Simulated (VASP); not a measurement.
Set up this calculation in VASP 6.6.1, as the native input.

- Task: single point
- Functional: PBE
- Potentials or basis: VASP PAW PBE potentials, release 64 (Ti_sv, N, O)
- Cutoff: 520 eV
- k mesh: 12 × 12 × 14
- Occupations: gaussian, width 0.1 eV
- Spin: no spin polarisation
- Dipole correction: no
- k mesh for the DOS: 18 × 18 × 21
- Occupations for the DOS: tetrahedron
- Further INCAR settings: ALGO = Normal; EDIFF = 1e-07; NBANDS = 36

Crystal: Ti3NO2.

```
Ti N O
1.0
     4.94885    0.00000    0.00000
    -2.47442    4.28583    0.00000
     0.00000    0.00000    2.76887
Ti N O
3 1 2
Direct
  0.00000 0.67359 0.00000
  0.67359 0.00000 0.00000
  0.32641 0.32641 0.00000
  0.00000 0.00000 0.50000
  0.66667 0.33333 0.50000
  0.33333 0.66667 0.50000
```

These files were run (other wordings do the same):

POSCAR

```
Ti3NO2
1.0
    4.9488465231      0.0000000000      0.0000000000
   -2.4744232616      4.2858268085      0.0000000000
    0.0000000000      0.0000000000      2.7688654448
Ti N O
3 1 2
Direct
    0.0000000000      0.6735865544      0.0000000000
    0.6735865544      0.0000000000      0.0000000000
    0.3264134456      0.3264134456      0.0000000000
    0.0000000000      0.0000000000      0.5000000000
    0.6666666667      0.3333333333      0.5000000000
    0.3333333333      0.6666666667      0.5000000000
```

INCAR.step1

```
SYSTEM = Ti3NO2
PREC = Accurate
ENCUT = 520
EDIFF = 1E-7
ISMEAR = 0
SIGMA = 0.1
LREAL = .FALSE.
LASPH = .TRUE.
NELM = 80
ALGO = Normal
ISIF = 2
LWAVE = .FALSE.
LCHARG = .TRUE.
LMAXMIX = 4
GGA = PE
NBANDS = 36
```

KPOINTS.step1

```
regular mesh
0
G
  12 12 14
  0 0 0
```

INCAR.step2

```
SYSTEM = Ti3NO2
PREC = Accurate
ENCUT = 520
EDIFF = 1E-7
ISMEAR = -5
SIGMA = 0.1
LREAL = .FALSE.
LASPH = .TRUE.
NELM = 80
ALGO = Normal
ISIF = 2
LWAVE = .FALSE.
LCHARG = .FALSE.
LMAXMIX = 4
GGA = PE
LORBIT = 11
NBANDS = 36
NEDOS = 2001
ICHARG = 11
```

KPOINTS.step2

```
regular mesh
0
G
  18 18 21
  0 0 0
```

Potentials or basis: VASP PAW PBE potentials, release 64 (Ti_sv, N, O).

Launch:

```sh
$ cat potpaw_PBE.64/Ti_sv/POTCAR potpaw_PBE.64/N/POTCAR potpaw_PBE.64/O/POTCAR > POTCAR
$ cp INCAR.step1 INCAR
$ cp KPOINTS.step1 KPOINTS
$ mpirun -np 1 vasp_std > vasp.out
$ cp INCAR.step2 INCAR
$ cp KPOINTS.step2 KPOINTS
$ mpirun -np 1 vasp_std > vasp.out
```

It gave:

The valence electrons inside the program's atomic spheres are Ti 10.38; N 3.74; O 5.04.

Caveat: an odd number of electrons without spin polarisation forces a metal; a magnetic or distorted state may lie lower.

Wall time 23 min on 1 thread of Intel Xeon 8259CL, with other jobs on the host, peak memory 0.74 GiB.
